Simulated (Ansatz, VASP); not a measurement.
**One calculation of Bi2Te3, two programs**

```
CELL_PARAMETERS angstrom
2.23876 1.29255 9.67962
-2.23876 1.29255 9.67962
0.00000 -2.58510 9.67962
ATOMIC_POSITIONS crystal
Bi 0.81200 0.81200 0.81200
Bi 0.40200 0.40200 0.40200
Te 0.61100 0.61100 0.61100
Te 0.20000 0.20000 0.20000
Te 0.00000 0.00000 0.00000
```

Alike in both runs: task single point; functional PBEsol; k mesh 12 × 12 × 12; occupations gaussian, width 0.15 eV; no spin polarisation.

|  | VASP | Ansatz |
| --- | --- | --- |
| version | VASP 6.6.1 | Ansatz 0.2.0 |
| potentials or method | VASP PAW PBE potentials, release 64 (Bi_d, Te), cutoff 520 eV | scalar-relativistic, plane waves, PAW |
| valence electrons in the cell | 48 | 78 |

Ansatz gave:

| Quantity | Value |
| --- | --- |
| gap on the k mesh at the Fermi level (eV) | none |
| pressure (GPa) | -0.8 |
| rms of the force components (eV/Å) | 0.455 |

Question: What did VASP give for the same quantities?

Answer: gap on the k mesh at the Fermi level (eV): none; pressure (GPa): -0.8; rms of the force components (eV/Å): 0.460.

VASP's potentials were made for PBE, not for PBEsol. Atom by atom the forces differ by 0.006 eV/Å (rms over components). A gap of «none» marks a metal or a gap that the smearing closes. VASP's potentials hold 48 valence electrons a cell and Ansatz's 78, so a difference there can come from the potentials and not from the codes.

Neither program's run includes spin-orbit coupling.
